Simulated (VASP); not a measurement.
Here is a VASP 6.6.1 calculation.

The input INCAR:

```
SYSTEM = GaN
  PREC = Accurate
  ENCUT = 600
  EDIFF = 1E-8
  ISMEAR = 0
  SIGMA = 0.01
  LREAL = .FALSE.
  LASPH = .TRUE.
  NELM = 100
  ALGO = Normal
  ISIF = 3
  LWAVE = .FALSE.
  LCHARG = .FALSE.
  IBRION = 6
  NFREE = 2
  POTIM = 0.015
  NSW = 1
```

KPOINTS

```
regular mesh
0
G
  10 10 10
  0 0 0
```

Contents of POSCAR:

```
GaN
1.0
    0.0000000000      2.2038781765      2.2038781765
    2.2038781765      0.0000000000      2.2038781765
    2.2038781765      2.2038781765      0.0000000000
Ga N
1 1
Direct
    0.0000000000      0.0000000000      0.0000000000
    0.2500000000      0.2500000000      0.2500000000
```

Potentials or basis: VASP PAW LDA potentials, release 64 (Ga_d, N).

The run is started by

```console
$ cat potpaw_LDA.64/Ga_d/POTCAR potpaw_LDA.64/N/POTCAR > POTCAR
$ mpirun -np 1 vasp_std > vasp.out
```

Question: Predict the elastic constants C11, C12, C44.

Answer: 309, 186, 165 GPa.

Question: Estimate the Voigt bulk modulus.

Answer: 227 GPa.

Question: Predict the highest phonon frequency at Γ, LO-TO splitting left out.

Answer: 585 cm⁻¹.

Elastic tensor in Voigt notation (GPa, in the Cartesian axes of the cell as first typed):
```
309 186 186   0   0   0
186 309 186   0   0   0
186 186 309   0   0   0
  0   0   0 165   0   0
  0   0   0   0 165   0
  0   0   0   0   0 165
```

Caveat: the cell is under stress, which shifts elastic constants.
